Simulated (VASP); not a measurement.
Input of a VASP 6.6.1 run:

Contents of INCAR:

```
SYSTEM = CaIrN2
PREC = Accurate ; ENCUT = 520
EDIFF = 1E-7 ; ISMEAR = 1
SIGMA = 0.05 ; LREAL = .False.
LASPH = .True. ; NELM = 60
ALGO = Normal ; ISIF = 2
LWAVE = .False. ; LCHARG = .False.
GGA = PS ; NBANDS = 22
```

File KPOINTS:

```
Automatic mesh
0
Gamma
  8 8 8
  0 0 0
```

Contents of POSCAR:

```
CaIrN2
1.0
    1.6488500000      0.9519639900      5.0094002200
   -1.6488500000      0.9519639900      5.0094002200
    0.0000000000     -1.9039279800      5.0094002200
Ca Ir N
1 1 2
Direct
    0.0000000000      0.0000000000      0.0000000000
    0.5000000000      0.5000000000      0.5000000000
    0.7691190000      0.7691190000      0.7691190000
    0.2308810000      0.2308810000      0.2308810000
```

Potentials or basis: VASP PAW PBE potentials, release 64 (Ca_sv, Ir, N).

Launch:

```sh
$ cat potpaw_PBE.64/Ca_sv/POTCAR potpaw_PBE.64/Ir/POTCAR potpaw_PBE.64/N/POTCAR > POTCAR
$ mpirun -np 1 vasp_std > vasp.out
```

Question: What does it give for the largest force?

Answer: 0.205 eV/Å.

Question: Predict the pressure.

Answer: -8.0 GPa.

Stress tensor (GPa, compression positive):
```
-8.39  0.00  0.00
 0.00 -8.39  0.00
 0.00  0.00 -7.10
```

Caveat: the PAW data sets were made with another functional, which shifts forces and pressure a little.
